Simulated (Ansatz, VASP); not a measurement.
# One calculation of Te2Mo, two programs

File INCAR:

```
  PREC = Accurate
  ENCUT = 520
  EDIFF = 1E-6
  ISMEAR = 0
  SIGMA = 0.05
  LREAL = False
  LASPH = True
  NELM = 80
  ALGO = Normal
  ISIF = 2
  LWAVE = False
  LCHARG = False
  LDIPOL = True
  IDIPOL = 3
  DIPOL = 0.5 0.5 0.402
  GGA = PE
  IVDW = 12
  NBANDS = 35
```

Contents of KPOINTS:

```
Automatic mesh
0
Gamma
  9 9 1
```

The input POSCAR:

```
Te2Mo
1.0
    3.5038816881      0.0000000000      0.0000000000
   -1.7519408440      3.0344505538      0.0000000000
    0.0000000000      0.0000000000     24.7677198395
Te Mo
4 2
Direct
    0.3333333333      0.6666666667      0.1816881017
    0.3333333333      0.6666666667      0.3284056818
    0.3333333333      0.6666666667      0.4757749198
    0.3333333333      0.6666666667      0.6224924999
    0.6666666667      0.3333333333      0.2550468917
    0.6666666667      0.3333333333      0.5491337098
```

Input for Ansatz:

```yaml
crystal:
  lattice:
    - [3.5038816881, 0.0, 0.0]
    - [-1.751940844, 3.0344505538, 0.0]
    - [0.0, 0.0, 24.7677198395]
  atoms:
    - { symbol: Te, position: [0.3333333333, 0.6666666667, 0.1816881017] }
    - { symbol: Mo, position: [0.6666666667, 0.3333333333, 0.2550468917] }
    - { symbol: Te, position: [0.3333333333, 0.6666666667, 0.3284056818] }
    - { symbol: Te, position: [0.3333333333, 0.6666666667, 0.4757749198] }
    - { symbol: Mo, position: [0.6666666667, 0.3333333333, 0.5491337098] }
    - { symbol: Te, position: [0.3333333333, 0.6666666667, 0.6224924999] }
basis:
  ecutwfc: 420
kpoints:
  mp_grid: { grid: [9, 9, 1] }
hamiltonian:
  xc: pbe
  pseudopotentials: { kind: paw, azcp: { folder: soft_1 } }
  dispersion: d3bj
scf:
  occupations: { method: gaussian, width: 0.05 }
output:
  forces: true
  eigenvalues: true
  write_density: true
  write_potential: true
  elf: true
  volumetric_format: npy
efield:
  axis: 3
  dipole_correction: true
  ramp_width: 0.04
```

Alike in both runs: task single point; functional PBE; dispersion D3(BJ); k mesh 9 × 9 × 1; occupations gaussian, width 0.05 eV; no spin polarisation.

|  | VASP | Ansatz |
| --- | --- | --- |
| version | VASP 6.6.1 | Ansatz 0.2.0 |
| potentials or method | VASP PAW PBE potentials, release 64 (Te, Mo_sv), cutoff 520 eV | scalar-relativistic, plane waves, PAW |
| valence electrons in the cell | 52 | 92 |

|  | VASP | Ansatz | Ansatz less VASP |
| --- | --- | --- | --- |
| gap on the k mesh at the Fermi level (eV) | 1.07 | 1.07 | -0.004 |
| least direct gap on the mesh (eV) | 1.14 | 1.14 | 0.000 |
| rms of the force components (eV/Å) | 0.073 | 0.077 | +0.0047 |

VASP's potentials hold 52 valence electrons a cell and Ansatz's 92, so a difference there can come from the potentials and not from the codes. Ansatz's warnings: xc potential rough in thin density.

Neither program's run includes spin-orbit coupling.
